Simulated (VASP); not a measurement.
Write the native input for VASP 6.6.1 that does the following.

```yaml
Task: single point
Functional: PBEsol
Potentials_or_basis: VASP PAW PBE potentials, release 64 (Ge_d)
Cutoff: 520 eV
k_mesh: 12 × 12 × 12
Occupations: gaussian, width 0.1 eV
Spin: no spin polarisation
Dipole_correction: no
Further_INCAR_settings: ALGO = Normal; EDIFF = 1e-06; NBANDS = 21
```

The structure of Ge lies in POSCAR:

```
Ge
1.0
    0.0569714278      2.7230871528      2.7230871528
    2.6507837916     -0.0404514110      2.8205099916
    2.6507837916      2.8205099916     -0.0404514110
Ge
2
Direct
    0.5147537205      0.5155824531      0.5155824531
    0.7352462795      0.7344175469      0.7344175469
```

This cell differs from its parent crystal: strained and its atoms moved.

The input as run:

INCAR

```
ALGO = Normal
EDIFF = 1E-6
ENCUT = 520
GGA = PS
ISIF = 2
ISMEAR = 0
LASPH = True
LCHARG = False
LREAL = False
LWAVE = False
NBANDS = 21
NELM = 100
PREC = Accurate
SIGMA = 0.1
```

KPOINTS

```
k-points
0
Gamma
  12 12 12
```

Potentials or basis: VASP PAW PBE potentials, release 64 (Ge_d).

Run with:

```bash
$ cat potpaw_PBE.64/Ge_d/POTCAR > POTCAR
$ mpirun -np 1 vasp_std > vasp.out
```

Results of the run:

```yaml
Pressure: 15.1 GPa
Largest_force: 6.205 eV/Å
Band_gap_on_the_k_mesh: zero (bands 14 and 15 overlap by 1.06 eV)
```

Caveat: the cell differs from its parent crystal (strained and its atoms moved); the cell stands under pressure; the PAW data sets were made with another functional, which shifts forces and pressure a little.

It took 2.4 min on 1 thread of Intel(R) Xeon(R) 6975P-C (Granite Rapids), with other jobs on the host, peak memory 0.41 GiB.
